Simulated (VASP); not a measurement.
# AlN (P6_3mc) in VASP: notebook

The runs below take AlN through relaxation of cell and atoms, single point, with RPBE+D4, PBE.

Everything below comes from runs of VASP 6.6.1. Logs are shortened: lines on timing, memory, paths and dates and some standing lists are left out, and cuts for length are marked.

## 1. The cell of the first run

Symmetry: P6_3mc, No. 186, hexagonal system. Conventional cell: a = 3.113 Å, b = 3.113 Å, c = 4.981 Å, α = 90.00°, β = 90.00°, γ = 120.00°. Al (site symmetry 3m) has 4 N at 1.89 Å within 2.5 Å. Within 2.5 Å of N (site symmetry 3m) lie 4 Al at 1.89 Å.

## 2. Relaxation of cell and atoms, RPBE+D4

The input, INCAR:

```
SYSTEM = AlN
PREC = Accurate ; ENCUT = 600
EDIFF = 1E-7 ; ISMEAR = -1
SIGMA = 0.05 ; LREAL = .False.
LASPH = .True. ; NELM = 100
ALGO = Normal ; ISIF = 3
LWAVE = .False. ; LCHARG = .False.
GGA = RP ; IVDW = 13
IBRION = 2 ; NSW = 60
EDIFFG = -0.01
```

The input, KPOINTS:

```
regular mesh
0
Gamma
  10 10 6
  0 0 0
```

The input, POSCAR:

```
AlN
1.0
    3.1130000000      0.0000000000      0.0000000000
   -1.5565000000      2.6959370820      0.0000000000
    0.0000000000      0.0000000000      4.9810000000
Al N
2 2
Direct
    0.6666666667      0.3333333333      0.5000000000
    0.3333333333      0.6666666667      0.0000000000
    0.6666666667      0.3333333333      0.8800000000
    0.3333333333      0.6666666667      0.3800000000
```

Potentials or basis: VASP PAW PBE potentials, release 64 (Al, N).

Started as:

```bash
> cat potpaw_PBE.64/Al/POTCAR potpaw_PBE.64/N/POTCAR > POTCAR
> mpirun -np 1 vasp_std > vasp.out
```

OUTCAR:

```text
SYSTEM = AlN
   PREC = Accurate
   ENCUT = 600
   EDIFF = 1E-7
   ISMEAR = -1
   LREAL = .False.
   LASPH = .True.
   NELM = 100
   ISIF = 3
   GGA = RP
   IVDW = 13
   IBRION = 2
   NSW = 60
   EDIFFG = -0.01

 ion  position               nearest neighbor table
   1  0.667  0.333  0.500-   3 1.89   4 1.89   4 1.89   4 1.89   2 3.07   2 3.07   2 3.07   2 3.07
                             2 3.07   2 3.07
   2  0.333  0.667  0.000-   4 1.89   3 1.89   3 1.89   3 1.89   1 3.07   1 3.07   1 3.07   1 3.07
                             1 3.07   1 3.07
   3  0.667  0.333  0.880-   1 1.89   2 1.89   2 1.89   2 1.89
   4  0.333  0.667  0.380-   2 1.89   1 1.89   1 1.89   1 1.89

  LATTYP: Found a hexagonal cell.
 ALAT       =     3.1130000000
 C/A-ratio  =     1.6000642467

  Lattice vectors:

 A1 = (   3.1130000000,   0.0000000000,   0.0000000000)
 A2 = (  -1.5565000000,   2.6959370820,   0.0000000000)
 A3 = (   0.0000000000,   0.0000000000,   4.9810000000)

Analysis of symmetry for initial positions (statically):
=====================================================================
 Subroutine PRICEL returns:
 Original cell was already a primitive cell.

 Routine SETGRP: Setting up the symmetry group for a
 hexagonal supercell.

 Subroutine GETGRP returns: Found 12 space group operations
 (whereof  6 operations were pure point group operations)
 out of a pool of 24 trial point group operations.

The static configuration has the point symmetry C_3v.
 The point group associated with its full space group is C_6v.

Analysis of symmetry for dynamics (positions and initial velocities):
=====================================================================
 Subroutine PRICEL returns:
 Original cell was already a primitive cell.

 Routine SETGRP: Setting up the symmetry group for a
 hexagonal supercell.

 Subroutine GETGRP returns: Found 12 space group operations
 (whereof  6 operations were pure point group operations)
 out of a pool of 24 trial point group operations.

The dynamic configuration has the point symmetry C_3v.
 The point group associated with its full space group is C_6v.

 Subroutine INISYM returns: Found 12 space group operations
 (whereof  6 operations are pure point group operations),
 and found     1 'primitive' translations

----------------------------------------------------------------------------------------

                                     Primitive cell

  volume of cell :      41.8028

  direct lattice vectors                    reciprocal lattice vectors
     3.113000000  0.000000000  0.000000000     0.321233537  0.185464269  0.000000000
    -1.556500000  2.695937082  0.000000000     0.000000000  0.370928538  0.000000000
     0.000000000  0.000000000  4.981000000     0.000000000  0.000000000  0.200762899

  length of vectors
     3.113000000  3.113000000  4.981000000     0.370928538  0.370928538  0.200762899

  position of ions in fractional coordinates (direct lattice)
     0.666666667  0.333333333  0.500000000
     0.333333333  0.666666667  0.000000000
     0.666666667  0.333333333  0.880000000
     0.333333333  0.666666667  0.380000000

  ion indices of the primitive-cell ions
   primitive index   ion index
                 1           1
                 2           2
                 3           3
                 4           4

----------------------------------------------------------------------------------------

 KPOINTS: regular mesh

Automatic generation of k-mesh.
 Grid dimensions read from file:
 generate k-points for:   10   10    6

 Generating k-lattice:

  Cartesian coordinates                     Fractional coordinates (reciprocal lattice)
     0.032123354  0.018546427  0.000000000     0.100000000  0.000000000  0.000000000
     0.000000000  0.037092854  0.000000000     0.000000000  0.100000000  0.000000000
     0.000000000  0.000000000  0.033460483     0.000000000  0.000000000  0.166666667

  Length of vectors
     0.037092854  0.037092854  0.033460483

  Shift w.r.t. Gamma in fractional coordinates (k-lattice)
     0.000000000  0.000000000  0.000000000

 Subroutine IBZKPT returns following result:
 ===========================================

 Found     56 irreducible k-points:

 Following reciprocal coordinates:
            Coordinates               Weight
  0.000000  0.000000  0.000000      1.000000
  0.100000 -0.000000  0.000000      6.000000
  0.200000 -0.000000  0.000000      6.000000
  0.300000 -0.000000  0.000000      6.000000
  0.400000  0.000000  0.000000      6.000000
  0.500000 -0.000000  0.000000      3.000000
[... 16 lines left out ...]
  0.300000  0.100000  0.166667     24.000000
  0.400000  0.100000  0.166667     24.000000
 [... further k-points ...]
   k-points           NKPTS =     56   k-points in BZ     NKDIM =     56   number of bands    NBANDS=     12
   number of dos      NEDOS =    301   number of ions     NIONS =      4
   total plane-waves  NPLWV =  31360
   dimension x,y,z NGX =    28 NGY =   28 NGZ =   40
   dimension x,y,z NGXF=    56 NGYF=   56 NGZF=   80
   ions per type =               2   2
   NGX,Y,Z   is equivalent  to a cutoff of  14.95, 14.95, 13.35 a.u.
   NGXF,Y,Z  is equivalent  to a cutoff of  29.91, 29.91, 26.70 a.u.
 SYSTEM =  AlN
   PREC   = accura    normal or accurate (medium, high low for compatibility)
   ISTART =      0    job   : 0-new  1-cont  2-samecut
   ICHARG =      2    charge: 1-file 2-atom 10-const
   ISPIN  =      1    spin polarized calculation?
   LNONCOLLINEAR =      F non collinear calculations
   LSORBIT =      F    spin-orbit coupling
   LASPH  =      T    aspherical Exc in radial PAW
   ENCUT  =  600.0 eV  44.10 Ry    6.64 a.u.   6.22  6.22  9.95*2*pi/ulx,y,z
   NELM   =    100;   NELMIN=  2; NELMDL= -5     # of ELM steps
   EDIFF  = 0.1E-06   stopping-criterion for ELM
   LREAL  =      F    real-space projection
   EDIFFG = -.1E-01   stopping-criterion for IOM
   NSW    =     60    number of steps for IOM
   IBRION =      2    ionic relax: 0-MD 1-quasi-New 2-CG
   NFREE  =      1    steps in history (QN), initial steepest desc. (CG)
   ISIF   =      3    stress and relaxation
   ISYM   =      2    0-nonsym 1-usesym 2-fastsym
   POTIM  = 0.5000    time-step for ionic-motion
   TEBEG  =    0.0;   TEEND  =   0.0 temperature during run
   PSTRESS=    0.0 pullay stress
   NELECT =      16.0000    total number of electrons
   NUPDOWN=      -1.0000    fix difference up-down
   EMIN   =  10.00;   EMAX   =-10.00  energy-range for DOS
   EFERMI =   0.00;   METHOD = LEGACY
   ISMEAR =    -1;   SIGMA  =   0.05  broadening in eV -4-tet -1-fermi 0-gaus
   EFERMI_NEDOS =   21; number of points for ismear=-14 and -15
   IALGO  =     38    algorithm
   IMIX   =      4    mixing-type and parameters
     AMIX     =   0.40;   BMIX     =  1.00
     AMIX_MAG =   1.60;   BMIX_MAG =  1.00
  volume/ion in A,a.u.               =      10.45        70.52
  Fermi-wavevector in a.u.,A,eV,Ry     =   1.188629  2.246183 19.222843  1.412839
  Thomas-Fermi vector in A             =   2.324754
   LORBIT       =      0    0 simple, 1 ext, 2 COOP (PROOUT), +10 PAW based schemes
   GGA     = RP    functional components
   LHFCALC =     F    Hartree Fock is set to
   AEXX    =    0.0000 exact exchange contribution
   IVDW    =    13    specifies the selected vdW correction
   LEPSILON=     F    determine dielectric tensor
   LRPA    =     F    only Hartree local field effects (RPA)
 conjugate gradient relaxation of ions
 non-spin polarized calculation
  energy-cutoff  :      600.00
  volume of cell :       41.80
 maximum number of plane-waves:      1412
 NGX is ok and might be reduce to    28
   NGX = 13   NGY = 13   NGZ = 19

--------------------------------------- Ionic step        1  -------------------------------------------

 number of electron      16.0000000 magnetization

 Free energy of the ion-electron system (eV)
  ---------------------------------------------------
  ext. energy  EPLUGINS =         0.00000000
  ---------------------------------------------------
  free energy    TOTEN  =       -28.32326126 eV

  energy without entropy =      -28.32326126  energy(sigma->0) =      -28.32326126

------------------------ aborting loop because EDIFF is reached ----------------------------------------

  DFT-D4 for vdW energy calculation

  Edisp (eV):   -2.55879

  FORCE on cell =-STRESS in cart. coord.  units (eV):
  Direction    XX          YY          ZZ          XY          YZ          ZX
  --------------------------------------------------------------------------------------
  -------------------------------------------------------------------------------------
  Total      -1.22282    -1.22282    -0.76012     0.00000    -0.00000     0.00000
  in kB     -46.86718   -46.86718   -29.13307     0.00000    -0.00000     0.00000
  external pressure =      -40.96 kB  Pullay stress =        0.00 kB
[... 191 lines left out ...]
  energy  without entropy=      -30.8947246317  energy(sigma->0) =      -30.89472463

--------------------------------------- Ionic step        6  -------------------------------------------

 number of electron      16.0000000 magnetization

 Free energy of the ion-electron system (eV)
  ---------------------------------------------------
  ext. energy  EPLUGINS =         0.00000000
  ---------------------------------------------------
  free energy    TOTEN  =       -28.27657816 eV

  energy without entropy =      -28.27657816  energy(sigma->0) =      -28.27657816

 E-fermi :   7.4390     XC(G=0): -10.8715

 val. band max:        6.4715954565   @ k =   0.0000   0.0000   0.0000
 cond. band min:      10.8970585425   @ k =   0.0000   0.0000   0.0000
 fundamental gap:      4.4254630860
 Fermi energy:         7.4390123864

 k-point     1 :       0.0000    0.0000    0.0000
  band No.  band energies     occupation
      1      -8.8899      2.00000
      2      -6.7058      2.00000
      3       0.4105      2.00000
      4       5.5873      2.00000
      5       5.5873      2.00000
      6       6.2402      2.00000
      7       6.2402      2.00000
      8       6.4716      2.00000
      9      10.8971      0.00000
     10      13.3892      0.00000
     11      17.3372      0.00000
     12      17.8462      0.00000
[... 331 lines left out ...]
 k-point    24 :       0.4000    0.1000    0.1667
  band No.  band energies     occupation
      1      -6.8748      2.00000
      2      -6.2018      2.00000
      3       1.0068      2.00000
      4       2.0365      2.00000
      5       3.3706      2.00000
      6       4.1551      2.00000
      7       5.0387      2.00000
      8       5.3748      2.00000
      9      12.1291      0.00000
     10      13.0700      0.00000
     11      15.5491      0.00000
     12      16.4617      0.00000

 [... further k-points ...]

------------------------ aborting loop because EDIFF is reached ----------------------------------------

  DFT-D4 for vdW energy calculation

  Edisp (eV):   -2.61821

  FORCE on cell =-STRESS in cart. coord.  units (eV):
  Direction    XX          YY          ZZ          XY          YZ          ZX
  --------------------------------------------------------------------------------------
  -------------------------------------------------------------------------------------
  Total       0.00167     0.00167    -0.01711     0.00000     0.00000     0.00000
  in kB       0.06549     0.06549    -0.66977     0.00000     0.00000     0.00000
  external pressure =       -0.18 kB  Pullay stress =        0.00 kB
[... 19 lines left out ...]
  FREE ENERGIE OF THE ION-ELECTRON SYSTEM (eV)
  ---------------------------------------------------
  free  energy   TOTEN  =       -30.8947844104 eV

  energy  without entropy=      -30.8947844103  energy(sigma->0) =      -30.89478441

 reached required accuracy - stopping structural energy minimisation
```

Run time: 62 s. Hardware: 1 thread of Intel Xeon 6975P-C (Granite Rapids), shared host; peak memory 0.19 GiB.

Results:

| Property | Result |
| --- | --- |
| Free energy | -30.8948 eV |
| Relaxed volume | 10.23 Å³/atom |
| Relaxed cell | a = 3.091 Å, b = 3.091 Å, c = 4.947 Å, α = 90.00°, β = 90.00°, γ = 120.00° |
| Space group after relaxing (to 0.05 Å) | P6_3mc (No. 186) |
| Energy gained by relaxing | 3.2 meV/atom |
| Ionic steps | 6 |
| Pressure after relaxing | 0.0 GPa |
| Largest force after relaxing | 0.004 eV/Å |
| Band gap on the k mesh | 4.43 eV, direct |
| Dispersion energy per atom | -0.655 eV |

Forces on the atoms (eV/Å):
```
Al   0.000  0.000  0.004
Al   0.000  0.000  0.004
N    0.000  0.000 -0.004
N    0.000  0.000 -0.004
```

Step by step:
| step | energy change (eV) | largest force (eV/Å) | pressure (GPa) | volume (Å³) |
| --- | --- | --- | --- | --- |
| 1 | 0.0000 | 0.1233 | -4.10 | 41.80 |
| 2 | -0.0027 | 0.0980 | 3.83 | 40.21 |
| 3 | -0.0125 | 0.0103 | -0.03 | 40.94 |
| 4 | -0.0127 | 0.0219 | 0.05 | 40.92 |
| 5 | -0.0127 | 0.0240 | 0.07 | 40.92 |
| 6 | -0.0127 | 0.0038 | -0.02 | 40.93 |

Final structure:
```
CELL_PARAMETERS angstrom
3.09095 0.00000 0.00000
-1.54547 2.67684 0.00000
0.00000 0.00000 4.94709
ATOMIC_POSITIONS crystal
Al 0.66667 0.33333 0.49898
Al 0.33333 0.66667 0.99898
N 0.66667 0.33333 0.88102
N 0.33333 0.66667 0.38102
```

Levels at points of the mesh, in eV from the valence-band top:
| k point | band 6 | band 7 | band 8 | band 9 | band 10 | band 11 |
| --- | --- | --- | --- | --- | --- | --- |
| (0.00, 0.00, 0.00) | -0.23 | -0.23 | 0.00 | 4.43 | 6.92 | 10.87 |
| (0.50, 0.00, 0.00) | -2.12 | -1.79 | -0.70 | 5.91 | 5.96 | 8.43 |
| (0.00, 0.00, 0.50) | -0.57 | -0.57 | -0.57 | 6.70 | 6.70 | 10.59 |
| (0.50, 0.00, 0.50) | -1.49 | -1.38 | -1.38 | 5.44 | 5.44 | 9.46 |

Caveat: the PAW data sets were made with another functional, which shifts forces and pressure a little. A k mesh can miss the band edges.

## 3. Single point, PBE

The input, INCAR:

```
PREC = Accurate ; ENCUT = 520
EDIFF = 1E-6 ; ISMEAR = 0
SIGMA = 0.025 ; LREAL = F
LASPH = T ; NELM = 100
ALGO = Normal ; ISIF = 2
LWAVE = F ; LCHARG = F
GGA = PE ; NBANDS = 16
```

The input, KPOINTS:

```
regular mesh
0
Gamma
  10 10 6
```

POSCAR is that of step 2.

Potentials or basis: VASP PAW PBE potentials, release 64 (Al, N).

Started as:

```bash
> cat potpaw_PBE.64/Al/POTCAR potpaw_PBE.64/N/POTCAR > POTCAR
> mpirun -np 1 vasp_std > vasp.out
```

OUTCAR:

```text
PREC = Accurate
   ENCUT = 520
   EDIFF = 1E-6
   ISMEAR = 0
   LREAL = F
   LASPH = T
   NELM = 100
   ISIF = 2
   GGA = PE

 ion  position               nearest neighbor table
   1  0.667  0.333  0.500-   3 1.89   4 1.89   4 1.89   4 1.89   2 3.07   2 3.07   2 3.07   2 3.07
                             2 3.07   2 3.07
   2  0.333  0.667  0.000-   4 1.89   3 1.89   3 1.89   3 1.89   1 3.07   1 3.07   1 3.07   1 3.07
                             1 3.07   1 3.07
   3  0.667  0.333  0.880-   1 1.89   2 1.89   2 1.89   2 1.89
   4  0.333  0.667  0.380-   2 1.89   1 1.89   1 1.89   1 1.89

  LATTYP: Found a hexagonal cell.
 ALAT       =     3.1130000000
 C/A-ratio  =     1.6000642467

  Lattice vectors:

 A1 = (   3.1130000000,   0.0000000000,   0.0000000000)
 A2 = (  -1.5565000000,   2.6959370820,   0.0000000000)
 A3 = (   0.0000000000,   0.0000000000,   4.9810000000)

Analysis of symmetry for initial positions (statically):
=====================================================================
 Subroutine PRICEL returns:
 Original cell was already a primitive cell.

[... 179 lines left out ...]
 cond. band min:      10.3450094939   @ k =   0.0000   0.0000   0.0000
 fundamental gap:      4.2236690530
 Fermi energy:         6.2806318122

 k-point     1 :       0.0000    0.0000    0.0000
  band No.  band energies     occupation
      1      -9.0374      2.00000
      2      -6.8891      2.00000
      3       0.1487      2.00000
      4       5.2898      2.00000
      5       5.2898      2.00000
      6       5.9418      2.00000
[... 433 lines left out ...]
      3       0.7425      2.00000
      4       1.7538      2.00000
      5       3.0734      2.00000
      6       3.8578      2.00000
[... 8 lines left out ...]
     15      18.7698      0.00000
     16      21.0507      0.00000

 [... further k-points ...]

------------------------ aborting loop because EDIFF is reached ----------------------------------------

  FORCE on cell =-STRESS in cart. coord.  units (eV):
  Direction    XX          YY          ZZ          XY          YZ          ZX
  --------------------------------------------------------------------------------------
  -------------------------------------------------------------------------------------
  Total        0.7604337      0.7604337      1.1933104      0.0000000      0.0000000      0.0000000
  in kB       29.1451672     29.1451672     45.7360431      0.0000000      0.0000000      0.0000000
  external PRESSURE =      34.6754591 kB  Pullay stress =       0.0000000 kB

 VOLUME and BASIS-vectors are now :
 -----------------------------------------------------------------------------
  energy-cutoff  :      520.00
  volume of cell :       41.80
      direct lattice vectors                 reciprocal lattice vectors
     3.113000000  0.000000000  0.000000000     0.321233537  0.185464269  0.000000000
    -1.556500000  2.695937082  0.000000000     0.000000000  0.370928538  0.000000000
     0.000000000  0.000000000  4.981000000     0.000000000  0.000000000  0.200762899

 POSITION                                       TOTAL-FORCE (eV/Angst)
 -----------------------------------------------------------------------------------
      1.55650      0.89865      2.49050        -0.000000      0.000000     -0.128901
     -0.00000      1.79729      0.00000         0.000000      0.000000     -0.128901
      1.55650      0.89865      4.38328        -0.000000      0.000000      0.128901
     -0.00000      1.79729      1.89278         0.000000      0.000000      0.128901
 -----------------------------------------------------------------------------------
    total drift:                               -0.000000     -0.000000      0.000429

  FREE ENERGIE OF THE ION-ELECTRON SYSTEM (eV)
  ---------------------------------------------------
  free  energy   TOTEN  =       -29.7712740720 eV

  energy  without entropy=      -29.7712740720  energy(sigma->0) =      -29.77127407
```

OSZICAR:

```text
N       E                     dE             d eps       ncg     rms          rms(c)
DAV:   1     0.444984520740E+02    0.44498E+02   -0.73459E+03  1792   0.894E+02
DAV:   2    -0.308743315479E+02   -0.75373E+02   -0.69040E+02  2544   0.192E+02
DAV:   3    -0.344957045134E+02   -0.36214E+01   -0.36108E+01  2232   0.433E+01
DAV:   4    -0.345178860447E+02   -0.22182E-01   -0.22180E-01  2232   0.385E+00
DAV:   5    -0.345181748428E+02   -0.28880E-03   -0.28880E-03  2280   0.439E-01    0.122E+01
DAV:   6    -0.297590334100E+02    0.47591E+01   -0.10671E+01  2152   0.237E+01    0.416E+00
DAV:   7    -0.297831164661E+02   -0.24083E-01   -0.68071E-01  1920   0.580E+00    0.295E+00
DAV:   8    -0.297758548933E+02    0.72616E-02   -0.60938E-02  2016   0.227E+00    0.598E-01
DAV:   9    -0.297707275242E+02    0.51274E-02   -0.12407E-02  2368   0.823E-01    0.247E-01
DAV:  10    -0.297713547637E+02   -0.62724E-03   -0.23156E-03  1936   0.302E-01    0.134E-01
DAV:  11    -0.297712711475E+02    0.83616E-04   -0.18062E-04  2080   0.103E-01    0.330E-02
DAV:  12    -0.297712742358E+02   -0.30883E-05   -0.11659E-05  2040   0.272E-02    0.708E-03
DAV:  13    -0.297712740720E+02    0.16378E-06   -0.44219E-06  2040   0.163E-02
   1 F= -.29771274E+02 E0= -.29771274E+02  d E =-.549203E-22
```

Run time: 14 s. Hardware: 1 thread of Intel Xeon Platinum 8488C (Sapphire Rapids), shared host; peak memory 0.17 GiB.

What came out:

```
Free energy            : -29.7713 eV
Pressure               : 3.5 GPa
Largest force          : 0.129 eV/Å
Band gap on the k mesh : 4.22 eV, direct
```

Forces on the atoms (eV/Å):
```
Al   0.000  0.000 -0.129
Al   0.000  0.000 -0.129
N    0.000  0.000  0.129
N    0.000  0.000  0.129
```

Stress tensor (GPa, compression positive):
```
2.91 0.00 0.00
0.00 2.91 0.00
0.00 0.00 4.57
```

A k mesh can miss the band edges.
